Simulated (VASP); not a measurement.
Here is a VASP 6.6.1 calculation.

The input INCAR:

```
PREC = Accurate ; ENCUT = 520
EDIFF = 1E-7 ; ISMEAR = 0
SIGMA = 0.15 ; LREAL = False
LASPH = True ; NELM = 100
ALGO = Normal ; ISIF = 2
LWAVE = False ; LCHARG = False
GGA = PS ; NBANDS = 12
```

The input KPOINTS:

```
regular mesh
0
Gamma
  26 26 26
```

File POSCAR:

```
Ta
1.0
   -1.7714805432      1.7714805432      1.7714805432
    1.7714805432     -1.7714805432      1.7714805432
    1.7714805432      1.7714805432     -1.7714805432
Ta
1
Direct
    0.0000000000      0.0000000000      0.0000000000
```

Potentials or basis: VASP PAW PBE potentials, release 64 (Ta_pv).

The run is started by

```console
$ cat potpaw_PBE.64/Ta_pv/POTCAR > POTCAR
$ mpirun -np 1 vasp_std > vasp.out
```

(1) What does it give for the pressure?

(2) What does it give for the band gap on the k mesh?

Answers

(1) -30.7 GPa.

(2) zero (an odd number of electrons rules out a gap without spin polarisation).

Caveat: the cell differs from its parent crystal (strain +0.080 along x and y, +0.080 along z); the cell stands under tension; the PAW data sets were made with another functional, which shifts forces and pressure a little; spin-orbit coupling is left out, which moves the levels of the heavy elements.
